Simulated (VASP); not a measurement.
A run of VASP 6.6.1:

File INCAR:

```
PREC = Accurate
ENCUT = 520
EDIFF = 1E-6
ISMEAR = 0
SIGMA = 0.1
LREAL = False
LASPH = True
NELM = 100
ALGO = Normal
ISIF = 2
LWAVE = False
LCHARG = True
GGA = PE
LELF = True
LVHAR = True
NBANDS = 19
```

File KPOINTS:

```
Automatic mesh
0
Gamma
  6 4 4
```

The input POSCAR:

```
TiTe2
1.0
    2.7080903400      0.0000000000      0.0000000000
    0.0000000000      6.2697143200      0.0000000000
   -0.3147875900      0.0000000000      4.7792469300
Ti Te
1 2
Direct
    0.5000000000      0.0000000000      0.5000000000
    0.0000000000      0.5000000000      0.0000000000
    0.0000000000      0.0000000000      0.0000000000
```

Potentials or basis: VASP PAW PBE potentials, release 64 (Ti_sv, Te).

Run with:

```sh
$ cat potpaw_PBE.64/Ti_sv/POTCAR potpaw_PBE.64/Te/POTCAR > POTCAR
$ mpirun -np 1 vasp_std > vasp.out
```

Hardware: 1 thread of Intel Xeon 8259CL, on a shared host.

Q: Estimate the wall time of this run.

A: Run time: 97 s on 1 thread of Intel Xeon 8259CL, with other jobs on the host, peak memory 0.22 GiB. Counts: scf iterations 15, k points 42.
